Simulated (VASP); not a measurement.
# NaF (Fm-3m) in VASP: further runs

NaF is run at these levels: LDA; tasks: elastic constants.

All numbers are computed with VASP 6.6.1; they aren't measurements. Logs are shortened: lines on timing, memory, paths and dates and some standing lists are left out, and cuts for length are marked.

### 1 The cell of the first run

The structure is cubic, space group Fm-3m (No. 225). Conventional cell: a = 4.457 Å, b = 4.457 Å, c = 4.457 Å, α = 90.00°, β = 90.00°, γ = 90.00°. Na (site symmetry m-3m) has 6 F at 2.23 Å within 2.9 Å. Within 2.9 Å of F (site symmetry m-3m) lie 6 Na at 2.23 Å.

### 2 Elastic constants, LDA

File INCAR:

```
PREC = Accurate
ENCUT = 600
EDIFF = 1E-8
ISMEAR = 0
SIGMA = 0.01
LREAL = False
LASPH = True
NELM = 60
ALGO = Normal
ISIF = 3
LWAVE = False
LCHARG = False
GGA = CA
IBRION = 6
NFREE = 2
POTIM = 0.015
NSW = 1
```

File KPOINTS:

```
Automatic mesh
0
Gamma
  10 10 10
```

File POSCAR:

```
NaF
1.0
    0.0000000000      2.2286587461      2.2286587461
    2.2286587461      0.0000000000      2.2286587461
    2.2286587461      2.2286587461      0.0000000000
Na F
1 1
Direct
    0.0000000000      0.0000000000      0.0000000000
    0.5000000000      0.5000000000      0.5000000000
```

Potentials or basis: VASP PAW LDA potentials, release 64 (Na_pv, F).

Run with:

```
> cat potpaw_LDA.64/Na_pv/POTCAR potpaw_LDA.64/F/POTCAR > POTCAR
> mpirun -np 1 vasp_std > vasp.out
```

OUTCAR:

```text
PREC = Accurate
   ENCUT = 600
   EDIFF = 1E-8
   ISMEAR = 0
   LREAL = False
   LASPH = True
   NELM = 60
   ISIF = 3
   GGA = CA
   IBRION = 6
   NFREE = 2
   POTIM = 0.015
   NSW = 1

 ion  position               nearest neighbor table
   1  0.000  0.000  0.000-   2 2.23   2 2.23   2 2.23   2 2.23   2 2.23   2 2.23
   2  0.500  0.500  0.500-   1 2.23   1 2.23   1 2.23   1 2.23   1 2.23   1 2.23

  LATTYP: Found a face centered cubic cell.
 ALAT       =     4.4573174922

  Lattice vectors:

 A1 = (   0.0000000000,   2.2286587461,   2.2286587461)
 A2 = (   2.2286587461,   0.0000000000,   2.2286587461)
 A3 = (   2.2286587461,   2.2286587461,   0.0000000000)

Analysis of symmetry for initial positions (statically):
=====================================================================
 Subroutine PRICEL returns:
 Original cell was already a primitive cell.

 Routine SETGRP: Setting up the symmetry group for a
 face centered cubic supercell.

 Subroutine GETGRP returns: Found 48 space group operations
 (whereof 48 operations were pure point group operations)
 out of a pool of 48 trial point group operations.

The static configuration has the point symmetry O_h .

Analysis of symmetry for dynamics (positions and initial velocities):
=====================================================================
 Subroutine PRICEL returns:
 Original cell was already a primitive cell.

 Routine SETGRP: Setting up the symmetry group for a
 face centered cubic supercell.

 Subroutine GETGRP returns: Found 48 space group operations
 (whereof 48 operations were pure point group operations)
 out of a pool of 48 trial point group operations.

The dynamic configuration has the point symmetry O_h .

 Subroutine INISYM returns: Found 48 space group operations
 (whereof 48 operations are pure point group operations),
 and found     1 'primitive' translations

----------------------------------------------------------------------------------------

                                     Primitive cell

  volume of cell :      22.1391

  direct lattice vectors                    reciprocal lattice vectors
     0.000000000  2.228658746  2.228658746    -0.224350184  0.224350184  0.224350184
     2.228658746  0.000000000  2.228658746     0.224350184 -0.224350184  0.224350184
     2.228658746  2.228658746  0.000000000     0.224350184  0.224350184 -0.224350184

  length of vectors
     3.151799425  3.151799425  3.151799425     0.388585918  0.388585918  0.388585918

  position of ions in fractional coordinates (direct lattice)
     0.000000000  0.000000000  0.000000000
     0.500000000  0.500000000  0.500000000

  ion indices of the primitive-cell ions
   primitive index   ion index
                 1           1
                 2           2

----------------------------------------------------------------------------------------

 KPOINTS: Automatic mesh

Automatic generation of k-mesh.
 Grid dimensions read from file:
 generate k-points for:   10   10   10

 Generating k-lattice:

  Cartesian coordinates                     Fractional coordinates (reciprocal lattice)
    -0.022435018  0.022435018  0.022435018     0.100000000  0.000000000  0.000000000
     0.022435018 -0.022435018  0.022435018     0.000000000  0.100000000  0.000000000
     0.022435018  0.022435018 -0.022435018     0.000000000  0.000000000  0.100000000

  Length of vectors
     0.038858592  0.038858592  0.038858592

  Shift w.r.t. Gamma in fractional coordinates (k-lattice)
     0.000000000  0.000000000  0.000000000

 Subroutine IBZKPT returns following result:
 ===========================================

 Found     47 irreducible k-points:

 Following reciprocal coordinates:
            Coordinates               Weight
  0.000000  0.000000  0.000000      1.000000
  0.100000  0.000000  0.000000      8.000000
  0.200000  0.000000  0.000000      8.000000
  0.300000  0.000000  0.000000      8.000000
  0.400000  0.000000  0.000000      8.000000
  0.500000  0.000000  0.000000      4.000000
[... 16 lines left out ...]
  0.300000  0.300000  0.000000      6.000000
  0.400000  0.300000  0.000000     24.000000
 [... further k-points ...]
[... 40 lines left out ...]
  Fermi-wavevector in a.u.,A,eV,Ry     =   1.405176  2.655397 26.864955  1.974518
  Thomas-Fermi vector in A             =   2.527663
   LORBIT       =      0    0 simple, 1 ext, 2 COOP (PROOUT), +10 PAW based schemes
   GGA     = CA    functional components
   LHFCALC =     F    Hartree Fock is set to
   AEXX    =    0.0000 exact exchange contribution
   IVDW    =     0    specifies the selected vdW correction
   LEPSILON=     F    determine dielectric tensor
   LRPA    =     F    only Hartree local field effects (RPA)
 finite differences with symmetry
 non-spin polarized calculation
 Gauss-broadening in eV      SIGMA  =   0.01
  energy-cutoff  :      600.00
  volume of cell :       22.14
 maximum number of plane-waves:       754
 NGX is ok and might be reduce to    28
   NGX = 13   NGY = 13   NGZ = 13

--------------------------------------- Ionic step        1  -------------------------------------------

 number of electron      13.9999998 magnetization

 Free energy of the ion-electron system (eV)
  ---------------------------------------------------
  ext. energy  EPLUGINS =         0.00000000
  ---------------------------------------------------
  free energy    TOTEN  =        -9.32914841 eV

  energy without entropy =       -9.32914841  energy(sigma->0) =       -9.32914841

------------------------ aborting loop because EDIFF is reached ----------------------------------------

  FORCE on cell =-STRESS in cart. coord.  units (eV):
  Direction    XX          YY          ZZ          XY          YZ          ZX
  --------------------------------------------------------------------------------------
  -------------------------------------------------------------------------------------
  Total        0.2612119      0.2612119      0.2612119      0.0000000     -0.0000000      0.0000000
  in kB       18.9035233     18.9035233     18.9035233      0.0000000     -0.0000000      0.0000000
  external PRESSURE =      18.9035233 kB  Pullay stress =       0.0000000 kB
[... 89 lines left out ...]
  FREE ENERGIE OF THE ION-ELECTRON SYSTEM (eV)
  ---------------------------------------------------
  free  energy   TOTEN  =        -9.3226308149 eV

  energy  without entropy=       -9.3226308149  energy(sigma->0) =       -9.32263081

[... ionic steps 4 to 14 ...]

--------------------------------------- Ionic step       15  -------------------------------------------

 number of electron      13.9999998 magnetization

------------------------ aborting loop because EDIFF is reached ----------------------------------------
[... 67 lines left out ...]
--------------------------------------- Ionic step       17  -------------------------------------------

 number of electron      13.9999999 magnetization

 Free energy of the ion-electron system (eV)
  ---------------------------------------------------
  ext. energy  EPLUGINS =         0.00000000
  ---------------------------------------------------
  free energy    TOTEN  =        -9.32876428 eV

  energy without entropy =       -9.32876428  energy(sigma->0) =       -9.32876428

 E-fermi :  -1.8120     XC(G=0): -10.5425

 val. band max:       -1.9594434605   @ k =   0.0000   0.0000   0.0000
 cond. band min:       4.6615180821   @ k =   0.0000   0.0000   0.0000
 fundamental gap:      6.6209615425
 Fermi energy:        -1.8120255983

 k-point     1 :       0.0000    0.0000    0.0000
  band No.  band energies     occupation
      1     -20.9458      2.00000
      2     -20.3985      2.00000
      3     -20.3985      2.00000
      4     -20.3980      2.00000
      5      -1.9595      2.00000
      6      -1.9595      2.00000
      7      -1.9594      2.00000
      8       4.6615      0.00000
      9      17.3825      0.00000
     10      17.3830      0.00000
     11      17.3830      0.00000
[... 309 lines left out ...]
 k-point    24 :       0.4000    0.3000    0.0000
  band No.  band energies     occupation
      1     -21.1797      2.00000
      2     -20.4745      2.00000
      3     -20.4614      2.00000
      4     -19.9914      2.00000
      5      -3.3797      2.00000
      6      -2.4201      2.00000
      7      -2.3507      2.00000
      8       9.1908      0.00000
      9      11.8968      0.00000
     10      15.6004      0.00000
     11      18.6069      0.00000

 [... further k-points ...]

------------------------ aborting loop because EDIFF is reached ----------------------------------------

  FORCE on cell =-STRESS in cart. coord.  units (eV):
  Direction    XX          YY          ZZ          XY          YZ          ZX
  --------------------------------------------------------------------------------------
  -------------------------------------------------------------------------------------
  Total        0.2661458      0.2603181      0.2603181     -0.0000000      0.0000000     -0.0000000
  in kB       19.2605870     18.8388397     18.8388397     -0.0000000      0.0000000     -0.0000000
  external PRESSURE =      18.9794222 kB  Pullay stress =       0.0000000 kB
[... 17 lines left out ...]
  FREE ENERGIE OF THE ION-ELECTRON SYSTEM (eV)
  ---------------------------------------------------
  free  energy   TOTEN  =        -9.3287642784 eV

  energy  without entropy=       -9.3287642784  energy(sigma->0) =       -9.32876428

 INTERNAL STRAIN TENSORS FROM STRAINED CELLS
 ============================================

 INTERNAL STRAIN TENSOR FOR ION    1 for displacements in x,y,z  (eV/Angst):
          X           Y           Z          XY          YZ          ZX
  --------------------------------------------------------------------------------
  x    -0.00000    -0.00000     0.00000    -0.00000    -0.00000     0.00000
  y     0.00000    -0.00000    -0.00000    -0.00000     0.00000    -0.00000
  z    -0.00000    -0.00000     0.00000     0.00000     0.00000     0.00000

 INTERNAL STRAIN TENSORS FROM DISPLACED ATOMS
 ============================================

 INTERNAL STRAIN TENSOR FOR ION    1 for displacements in x,y,z  (eV/Angst):
          X           Y           Z          XY          YZ          ZX
  --------------------------------------------------------------------------------
  x     0.00000     0.00000     0.00000     0.00000     0.00000     0.00000
  y     0.00000     0.00000     0.00000     0.00000     0.00000     0.00000
  z     0.00000     0.00000     0.00000     0.00000     0.00000     0.00000

 INTERNAL STRAIN TENSOR FOR ION    2 for displacements in x,y,z  (eV/Angst):
          X           Y           Z          XY          YZ          ZX
  --------------------------------------------------------------------------------
  x     0.00000     0.00000     0.00000     0.00000     0.00000     0.00000
  y     0.00000     0.00000     0.00000     0.00000     0.00000     0.00000
  z     0.00000     0.00000     0.00000     0.00000     0.00000     0.00000

 Eigenvectors and eigenvalues of the dynamical matrix
 ----------------------------------------------------

   1 f  =    8.967816 THz    56.346447 2PiTHz  299.134127 cm-1    37.087888 meV
             X         Y         Z           dx          dy          dz
      0.000000  0.000000  0.000000     0.000000    0.673142    0.000000
      2.228659  2.228659  2.228659     0.000000   -0.739513    0.000000
[... 21 lines left out ...]
   6 f/i=    0.005921 THz     0.037201 2PiTHz    0.197496 cm-1     0.024486 meV
             X         Y         Z           dx          dy          dz
      0.000000  0.000000  0.000000     0.000000    0.000000    0.739513
      2.228659  2.228659  2.228659     0.000000    0.000000    0.673142

--------------------------------------------------------------------------------------------------------

 ELASTIC MODULI CONTR FROM IONIC RELAXATION (kBar)
 Direction    XX          YY          ZZ          XY          YZ          ZX
 --------------------------------------------------------------------------------
 XX           0.0000      0.0000      0.0000      0.0000      0.0000      0.0000
 YY           0.0000      0.0000      0.0000      0.0000      0.0000      0.0000
 ZZ           0.0000      0.0000      0.0000      0.0000      0.0000      0.0000
 XY           0.0000      0.0000      0.0000      0.0000      0.0000      0.0000
 YZ           0.0000      0.0000      0.0000      0.0000      0.0000      0.0000
 ZX           0.0000      0.0000      0.0000      0.0000      0.0000      0.0000
 --------------------------------------------------------------------------------

 TOTAL ELASTIC MODULI (kBar)
 Direction    XX          YY          ZZ          XY          YZ          ZX
 --------------------------------------------------------------------------------
 XX        1555.2533    246.9575    246.9575     -0.0000     -0.0000     -0.0000
 YY         246.9575   1555.2533    246.9575      0.0000     -0.0000      0.0000
 ZZ         246.9575    246.9575   1555.2533     -0.0000      0.0000      0.0000
 XY          -0.0000      0.0000     -0.0000    283.8041      0.0000     -0.0000
 YZ          -0.0000     -0.0000      0.0000      0.0000    283.8041      0.0000
 ZX          -0.0000      0.0000      0.0000     -0.0000      0.0000    283.8041
 --------------------------------------------------------------------------------
```

Wall time 10 min (1 thread of Oxide Virtual Turin-like, shared host); peak memory 0.23 GiB.

What came out:

| Property | Result |
| --- | --- |
| Elastic constants C11, C12, C44 | 156, 25, 28 GPa |
| Voigt bulk modulus | 68 GPa |
| Highest phonon frequency at Γ, LO-TO splitting left out | 299 cm⁻¹ |

Phonon frequencies in cm⁻¹ (negative: imaginary):
```csv
q point,frequencies
"(0.000, 0.000, 0.000)",0 0 0 299 299 299
```

Elastic tensor in Voigt notation (GPa, in the Cartesian axes of the cell as first typed):
```
156  25  25   0   0   0
 25 156  25   0   0   0
 25  25 156   0   0   0
  0   0   0  28   0   0
  0   0   0   0  28   0
  0   0   0   0   0  28
```

Clamped-ion elastic tensor (GPa):
```
156  25  25   0   0   0
 25 156  25   0   0   0
 25  25 156   0   0   0
  0   0   0  28   0   0
  0   0   0   0  28   0
  0   0   0   0   0  28
```

Caveat: the cell is under stress, which shifts elastic constants.

### 3 Elastic constants, LDA

File INCAR:

```
SYSTEM = NaF
ALGO = Normal ; EDIFF = 1E-8
ENCUT = 600 ; IBRION = 6
ISIF = 3 ; ISMEAR = 0
LASPH = .True. ; LCHARG = .False.
LREAL = .False. ; LWAVE = .False.
NELM = 60 ; NFREE = 2
NSW = 1 ; POTIM = 0.015
PREC = Accurate ; SIGMA = 0.01
```

File KPOINTS:

```
k-points
0
Gamma
  10 10 10
  0 0 0
```

POSCAR is that of step 2.

Potentials or basis: VASP PAW LDA potentials, release 64 (Na_pv, F).

Run with:

```
> cat potpaw_LDA.64/Na_pv/POTCAR potpaw_LDA.64/F/POTCAR > POTCAR
> mpirun -np 1 vasp_std > vasp.out
```

Wall time 9.8 min (1 thread of Oxide Virtual Turin-like, shared host); peak memory 0.23 GiB.

The run converged. Its results:

* Elastic constants C11, C12, C44: 156, 25, 28 GPa
* Voigt bulk modulus: 68 GPa
* Highest phonon frequency at Γ, LO-TO splitting left out: 299 cm⁻¹

Phonon frequencies in cm⁻¹ (negative: imaginary):
```csv
q point,frequencies
"(0.000, 0.000, 0.000)",0 0 0 299 299 299
```

Elastic tensor in Voigt notation (GPa, in the Cartesian axes of the cell as first typed):
```
156  25  25   0   0   0
 25 156  25   0   0   0
 25  25 156   0   0   0
  0   0   0  28   0   0
  0   0   0   0  28   0
  0   0   0   0   0  28
```

Clamped-ion elastic tensor (GPa):
```
156  25  25   0   0   0
 25 156  25   0   0   0
 25  25 156   0   0   0
  0   0   0  28   0   0
  0   0   0   0  28   0
  0   0   0   0   0  28
```

Caveat: the cell is under stress, which shifts elastic constants.
